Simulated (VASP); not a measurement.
Here is a VASP 6.6.1 calculation.

File INCAR:

```
PREC = Accurate
ENCUT = 520
EDIFF = 1E-7
ISMEAR = 0
SIGMA = 0.15
LREAL = False
LASPH = True
NELM = 60
ALGO = Normal
ISIF = 2
LWAVE = False
LCHARG = False
GGA = PS
IVDW = 12
NBANDS = 18
```

KPOINTS

```
Automatic mesh
0
Gamma
  12 12 8
```

POSCAR

```
PtSe2
1.0
    4.2996942953      0.0000000000      0.0000000000
   -2.1498471476      3.7236444882      0.0000000000
    0.0000000000      0.0000000000      4.6296715343
Pt Se
1 2
Direct
    0.0000000000      0.0000000000      0.0000000000
    0.3333333333      0.6666666667      0.2721511594
    0.6666666667      0.3333333333      0.7278488406
```

Potentials or basis: VASP PAW PBE potentials, release 64 (Pt, Se).

The run is started by

```console
$ cat potpaw_PBE.64/Pt/POTCAR potpaw_PBE.64/Se/POTCAR > POTCAR
$ mpirun -np 1 vasp_std > vasp.out
```

Task: Estimate the band gap on the k mesh.

Result: Zero (band 11 reaches 4.14 eV, above the bottom of band 12 at 3.46 eV).

Task: What does it give for the dispersion energy per atom?

Result: -0.349 eV.

Task: What does it give for the largest force?

Result: 1.357 eV/Å.

Task: Predict the pressure.

Result: -21.5 GPa.

Forces on the atoms (eV/Å):
```
Pt   0.000  0.000  0.000
Se   0.000  0.000 -1.357
Se   0.000  0.000  1.357
```

Caveat: the cell differs from its parent crystal (normal strain along x +0.1500, normal strain along y +0.1500); the PAW data sets were made with another functional, which shifts forces and pressure a little; spin-orbit coupling is left out, which moves the levels of the heavy elements; pairwise dispersion overbinds metals, which lowers pressure and volume.
